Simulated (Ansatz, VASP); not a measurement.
Two plane-wave programs on Hf3C

```xyz
8
Lattice="5.8964 0.0000 0.0000 -2.9482 5.1064 0.0000 0.0000 0.0000 4.5554" Properties=species:S:1:pos:R:3 pbc="T T T"
Hf    2.9482    3.3261    1.1389
Hf   -1.4064    4.2163    3.4166
Hf    1.5418    0.8901    1.1389
Hf    0.0000    1.7803    3.4166
Hf    4.3546    0.8901    1.1389
Hf    1.4064    4.2163    3.4166
C     0.0000    3.4043    1.1389
C     2.9482    1.7021    3.4166
```

Alike in both runs: functional PBE; k mesh 3 × 3 × 4; occupations gaussian, width 0.1 eV; no spin polarisation.

Ansatz relaxed the structure, and its values are those at the end. VASP's run is a single point on that final structure, the one shown.

|  | VASP | Ansatz |
| --- | --- | --- |
| version | VASP 6.6.1 | Ansatz 0.2.0 |
| potentials or method | VASP PAW PBE potentials, release 64 (Hf_pv, C), cutoff 520 eV | scalar-relativistic, plane waves, PAW |
| valence electrons in the cell | 68 | 164 |

```csv
,VASP,Ansatz,Ansatz less VASP
gap on the k mesh at the Fermi level (eV),none,none,-
pressure (GPa),-0.8,-0.2,+0.62
```

A gap of «none» marks a metal or a gap that the smearing closes. With one functional, cell and mesh, what is left measures potentials, basis and numerics. VASP's potentials hold 68 valence electrons a cell and Ansatz's 164, so a difference there can come from the potentials and not from the codes.

The k mesh is coarse, so the values compare programs but aren't converged. Spin-orbit coupling is off throughout.
